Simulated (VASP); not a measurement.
A run of VASP 6.6.1:

INCAR

```
ALGO = Fast
EDIFF = 1E-6
ENCUT = 520
GGA = PE
ISIF = 2
ISMEAR = 0
LASPH = T
LCHARG = F
LREAL = F
LWAVE = F
NBANDS = 35
NELM = 60
PREC = Accurate
SIGMA = 0.1
```

File KPOINTS:

```
k-points
0
Gamma
  6 6 6
```

The input POSCAR:

```
Sr2GePd2
1.0
   -2.9824132360      2.9824132360      3.8100303967
    2.9824132360     -2.9824132360      3.8100303967
    2.9824132360      2.9824132360     -3.8100303967
Sr Ge Pd
2 1 2
Direct
    0.2500000000      0.7500000000      0.5000000000
    0.7500000000      0.2500000000      0.5000000000
    0.0000000000      0.0000000000      0.0000000000
    0.6774100059      0.6774100059      0.0000000000
    0.3225899941      0.3225899941      0.0000000000
```

Potentials or basis: VASP PAW PBE potentials, release 64 (Sr_sv, Ge_d, Pd).

Command:

```bash
$ cat potpaw_PBE.64/Sr_sv/POTCAR potpaw_PBE.64/Ge_d/POTCAR potpaw_PBE.64/Pd/POTCAR > POTCAR
$ mpirun -np 1 vasp_std > vasp.out
```

Hardware: 1 thread of AMD EPYC 7R43 64-Core Processor (Zen 3), on a shared host.

**Question.** How long does it take, and how much memory?

**Answer.** Wall time 15 min on 1 thread of AMD EPYC 7R43 64-Core Processor (Zen 3) (shared host), peak memory 0.33 GiB. Counts: scf iterations 42, k points 30.
